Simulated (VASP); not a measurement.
# HfZr2S6 (P-31m) in VASP: further runs, part 2 of 2

VASP 6.6.1.

## 3. Single point, PBE

This run uses another cell than the first one, of 26.41 Å³/atom.

The input, INCAR:

```
ALGO     = Normal         # electronic algorithm
EDIFF    = 1E-6           # SCF threshold, eV
ENCUT    = 520            # plane-wave cutoff, eV
GGA      = PE             # functional
ISIF     = 2              # what is computed and relaxed
ISMEAR   = 0              # smearing method
LASPH    = True           # aspherical terms in the spheres
LCHARG   = False          # write CHGCAR
LREAL    = False          # projectors in reciprocal space
LWAVE    = False          # write WAVECAR
NBANDS   = 45             # bands
NELM     = 60             # most SCF steps
PREC     = Accurate       # precision mode
SIGMA    = 0.02           # smearing width, eV
```

The input, KPOINTS:

```
k-points
0
Gamma
  6 6 4
```

The input, POSCAR:

```
HfZr2S6
1.0
    6.3637224761      0.0000000000      0.0000000000
   -3.1818612381      5.5111453270      0.0000000000
    0.0000000000      0.0000000000      6.7764077087
Zr Hf S
2 1 6
Direct
    0.6666666667      0.3333333333      0.0000000000
    0.3333333333      0.6666666667      0.0000000000
    0.0000000000      0.0000000000      0.0000000000
    0.3310232128      0.3310232128      0.7863637048
    0.0000000000      0.6689767872      0.7863637048
    0.6689767872      0.0000000000      0.7863637048
    0.0000000000      0.3310232128      0.2136362952
    0.6689767872      0.6689767872      0.2136362952
    0.3310232128      0.0000000000      0.2136362952
```

Potentials or basis: VASP PAW PBE potentials, release 64 (Zr_sv, Hf_pv, S).

Started as:

```sh
cat potpaw_PBE.64/Zr_sv/POTCAR potpaw_PBE.64/Hf_pv/POTCAR potpaw_PBE.64/S/POTCAR > POTCAR
mpirun -np 1 vasp_std > vasp.out
```

OUTCAR:

```text
EDIFF = 1E-6
   ENCUT = 520
   GGA = PE
   ISIF = 2
   ISMEAR = 0
   LASPH = True
   LREAL = False
   NELM = 60
   PREC = Accurate

 ion  position               nearest neighbor table
   1  0.667  0.333  0.000-   7 2.57   6 2.57   9 2.57   5 2.57   4 2.57   8 2.57   2 3.67   3 3.67
                             2 3.67   3 3.67   3 3.67   2 3.67
   2  0.333  0.667  0.000-   5 2.57   9 2.57   6 2.57   7 2.57   8 2.57   4 2.57   1 3.67   3 3.67
                             1 3.67   3 3.67   3 3.67   1 3.67
   3  0.000  0.000  0.000-   6 2.56   9 2.56   8 2.56   4 2.56   5 2.56   7 2.56   1 3.67   2 3.67
                             1 3.67   2 3.67   1 3.67   2 3.67
   4  0.331  0.331  0.786-   3 2.56   1 2.57   2 2.57
   5  0.000  0.669  0.786-   3 2.56   2 2.57   1 2.57
   6  0.669  0.000  0.786-   3 2.56   1 2.57   2 2.57
   7  0.000  0.331  0.214-   3 2.56   1 2.57   2 2.57
   8  0.669  0.669  0.214-   3 2.56   2 2.57   1 2.57
   9  0.331  0.000  0.214-   3 2.56   2 2.57   1 2.57

  LATTYP: Found a hexagonal cell.
 ALAT       =     6.3637224761
 C/A-ratio  =     1.0648496590

[... 201 lines left out ...]
  band No.  band energies     occupation
      1     -46.3803      2.00000
      2     -46.3666      2.00000
      3     -28.0590      2.00000
      4     -28.0587      2.00000
      5     -28.0587      2.00000
      6     -24.4625      2.00000
[... 1141 lines left out ...]
     44       6.3593      0.00000
     45       7.6895      0.00000

------------------------ aborting loop because EDIFF is reached ----------------------------------------

  FORCE on cell =-STRESS in cart. coord.  units (eV):
  Direction    XX          YY          ZZ          XY          YZ          ZX
  --------------------------------------------------------------------------------------
  -------------------------------------------------------------------------------------
  Total       -0.3073974     -0.3073974     -0.1965306      0.0000000      0.0000000     -0.0000000
  in kB       -2.0723262     -2.0723262     -1.3249151      0.0000000      0.0000000     -0.0000000
  external PRESSURE =      -1.8231892 kB  Pullay stress =       0.0000000 kB

 VOLUME and BASIS-vectors are now :
 -----------------------------------------------------------------------------
  energy-cutoff  :      520.00
  volume of cell :      237.66
      direct lattice vectors                 reciprocal lattice vectors
     6.363722476  0.000000000  0.000000000     0.157140731  0.090725243  0.000000000
    -3.181861238  5.511145327  0.000000000     0.000000000  0.181450486  0.000000000
     0.000000000  0.000000000  6.776407709     0.000000000  0.000000000  0.147570814

 POSITION                                       TOTAL-FORCE (eV/Angst)
 -----------------------------------------------------------------------------------
      3.18186      1.83705      0.00000        -0.000000      0.000000     -0.000000
     -0.00000      3.67410      0.00000        -0.000000      0.000000     -0.000000
      0.00000      0.00000      0.00000        -0.000000      0.000000     -0.000000
      1.05327      1.82432      5.32872        -0.017965     -0.031117      0.016910
     -2.12859      3.68683      5.32872        -0.017965      0.031117      0.016910
      4.25718      0.00000      5.32872         0.035930      0.000000      0.016910
     -1.05327      1.82432      1.44769         0.017965     -0.031117     -0.016910
      2.12859      3.68683      1.44769         0.017965      0.031117     -0.016910
      2.10654      0.00000      1.44769        -0.035930      0.000000     -0.016910
 -----------------------------------------------------------------------------------
    total drift:                               -0.000000      0.000000      0.000000

  FREE ENERGIE OF THE ION-ELECTRON SYSTEM (eV)
  ---------------------------------------------------
  free  energy   TOTEN  =       -65.8134346681 eV

  energy  without entropy=      -65.8134346681  energy(sigma->0) =      -65.81343467
```

stdout:

```text
POSCAR found type information on POSCAR ZrHfS
 POSCAR found :  3 types and       9 ions
 scaLAPACK will be used
 LDA part: xc-table for (Slater+PW92), standard interpolation
 POSCAR, INCAR and KPOINTS ok, starting setup
 FFT: planning ... GRIDC
 FFT: planning ... GRID_SOFT
 FFT: planning ... GRID
 WAVECAR not read
 entering main loop
```

It took 3.5 min on 1 thread of Intel Xeon Platinum 8488C (Sapphire Rapids), shared host; peak memory 0.46 GiB.

What came out:

```yaml
Free_energy: -65.8134 eV
Pressure: -0.2 GPa
Largest_force: 0.040 eV/Å
Band_gap_on_the_k_mesh: 1.16 eV (least direct gap 1.68 eV)
```

Forces on the atoms (eV/Å):
```
Zr   0.000  0.000  0.000
Zr   0.000  0.000  0.000
Hf   0.000  0.000  0.000
S   -0.018 -0.031  0.017
S   -0.018  0.031  0.017
S    0.036  0.000  0.017
S    0.018 -0.031 -0.017
S    0.018  0.031 -0.017
S   -0.036  0.000 -0.017
```

Caveat: spin-orbit coupling is left out, which moves the levels of the heavy elements; this functional lacks dispersion, which binds the layers, so the pressure and a relaxed spacing across them are unreliable.
